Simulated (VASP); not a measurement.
## BN: single point with LDA

BN:

```
B N
1.0
     2.52671    0.00000    0.00000
    -1.26336    2.18820    0.00000
     0.00000    0.00000    5.84631
B N
2 2
Direct
  0.33333 0.66667 0.25000
  0.66667 0.33333 0.75000
  0.33333 0.66667 0.75000
  0.66667 0.33333 0.25000
```

This cell differs from its parent crystal: volume 8.081 Å^3 an atom, c/a of the conventional cell 2.3138.

| Item | Value |
| --- | --- |
| Program | VASP 6.6.1 |
| Task | single point |
| Functional | LDA |
| Potentials or basis | VASP PAW LDA potentials, release 64 (B, N) |
| Cutoff | 520 eV |
| k mesh | 12 × 12 × 4 |
| Occupations | gaussian, width 0.05 eV |
| Spin | no spin polarisation |

| Item | Value |
| --- | --- |
| Pressure | -9.3 GPa |
| Band gap on the k mesh | 3.86 eV, indirect (least direct gap 4.08 eV) |

Stress tensor (GPa, compression positive):
```
-16.36   0.00   0.00
  0.00 -16.36   0.00
  0.00   0.00   4.83
```

Levels at points of the mesh, in eV from the valence-band top:
```
           k point  band 5  band 6  band 7  band 8  band 9  band 10  band 11  band 12
(0.00, 0.00, 0.00)   -1.49   -1.49   -1.36   -1.36    5.98    11.00    11.00    11.27
(0.50, 0.00, 0.00)   -4.27   -4.06   -2.10   -0.21    3.87     6.14     9.34     9.38
(0.00, 0.00, 0.50)   -1.43   -1.43   -1.43   -1.43    8.97     8.97    11.16    11.16
(0.50, 0.00, 0.50)   -4.16   -4.16   -1.02   -1.02    4.40     4.40     9.61     9.61
```

It took 11 s on 1 thread of Intel(R) Xeon(R) 6975P-C (Granite Rapids) (shared host), peak memory 0.14 GiB.

 A k mesh can miss the band edges.
